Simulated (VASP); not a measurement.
**SiW9: single point with PBEsol**

SiW9, a slab with vacuum:

```
W Si
1.0
     4.46094    0.00000    0.00000
    -2.23047    3.86329    0.00000
     0.00000    0.00000   26.28468
W Si
9 1
Direct
  0.66667 0.33333 0.32338
  0.33333 0.66667 0.35803
  0.00000 0.00000 0.39267
  0.66667 0.33333 0.42731
  0.33333 0.66667 0.46090
  0.00000 0.00000 0.49725
  0.66667 0.33333 0.53006
  0.33333 0.66667 0.56318
  0.00000 0.00000 0.59822
  0.33333 0.66667 0.65288
```

```yaml
Program: VASP 6.6.1
Task: single point
Functional: PBEsol
Potentials_or_basis: VASP PAW PBE potentials, release 64 (W_sv, Si)
Cutoff: 520 eV
k_mesh: 9 × 9 × 1
Occupations: gaussian, width 0.1 eV
Spin: no spin polarisation
```

- Largest force: 2.760 eV/Å
- Band gap on the k mesh: zero (band 65 reaches 1.11 eV, above the bottom of band 66 at 0.86 eV)

Forces in eV/Å, atoms in the order of the input:
```
W    0.000  0.000  2.760
W    0.000  0.000 -0.133
W    0.000  0.000 -1.343
W    0.000  0.000 -1.376
W    0.000  0.000  0.012
W    0.000  0.000 -0.021
W    0.000  0.000  0.012
W    0.000  0.000  0.040
W    0.000  0.000  0.024
Si   0.000  0.000  0.024
```

Levels at points of the mesh, in eV from the Fermi level:
```tsv
k point	band 62	band 63	band 64	band 65	band 66	band 67	band 68	band 69
(0.00, 0.00, 0.00)	-1.17	-1.17	-0.83	0.12	0.61	0.61	1.01	1.54
```

Wall time 25 min on 1 thread of AMD EPYC 7R13, on a shared host, peak memory 0.75 GiB.

Caveat: the PAW data sets were made with another functional, which shifts forces and pressure a little; spin-orbit coupling is left out, which moves the levels of the heavy elements.
